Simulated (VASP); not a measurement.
The system is Ga2BAs3.

```
Ga B As
1.0
     5.07725    0.00000    0.00000
    -2.53863    4.39703    0.00000
     0.00000    0.00000    4.81027
Ga B As
2 1 3
Direct
  0.33333 0.66667 0.00000
  0.66667 0.33333 0.00000
  0.00000 0.00000 0.00000
  0.33333 0.66667 0.50000
  0.66667 0.33333 0.50000
  0.00000 0.00000 0.50000
```

The cell was built from a structure type or drawn by symmetry, and may not be a known phase.

- Program: VASP 6.6.1
- Task: relaxation of cell and atoms
- Functional: PBE
- Potentials or basis: VASP PAW PBE potentials, release 64 (Ga_d, B, As)
- Cutoff: 600 eV
- k mesh: 6 × 6 × 4
- Occupations: gaussian, width 0.1 eV
- Spin: no spin polarisation

At the start: pressure -1.1 GPa; volume 17.90 Å³/atom.

Question: Where does the relaxation end?

Answer: Over 7 steps the energy falls by 41.9 meV/atom and the volume is 17.23 Å³/atom (-3.7 %); space group P6/mmm (No. 191, to 0.1 Å) before and after.

Step by step:
```csv
step,energy change (eV),largest force (eV/Å),pressure (GPa),volume (Å³)
1,0.0000,0.0000,-1.10,107.39
2,-0.1830,0.0000,-1.35,105.19
3,-0.2364,0.0000,-1.80,105.99
4,-0.2365,0.0000,-1.82,106.03
5,-0.2511,0.0000,0.19,103.11
6,-0.2513,0.0000,-0.03,103.42
7,-0.2514,0.0000,0.01,103.41
```

Final structure:
```cif
data_structure
_symmetry_space_group_name_H-M 'P 1'
_symmetry_Int_Tables_number 1
_cell_length_a 4.9164
_cell_length_b 4.9164
_cell_length_c 4.9400
_cell_angle_alpha 90.000
_cell_angle_beta 90.000
_cell_angle_gamma 120.000
_cell_volume 103.41
loop_
_atom_site_label
_atom_site_type_symbol
_atom_site_fract_x
_atom_site_fract_y
_atom_site_fract_z
_atom_site_occupancy
Ga1 Ga 0.33333 0.66667 0.00000 1
Ga2 Ga 0.66667 0.33333 0.00000 1
B1 B 0.00000 0.00000 0.00000 1
As1 As 0.33333 0.66667 0.50000 1
As2 As 0.66667 0.33333 0.50000 1
As3 As 0.00000 0.00000 0.50000 1
```
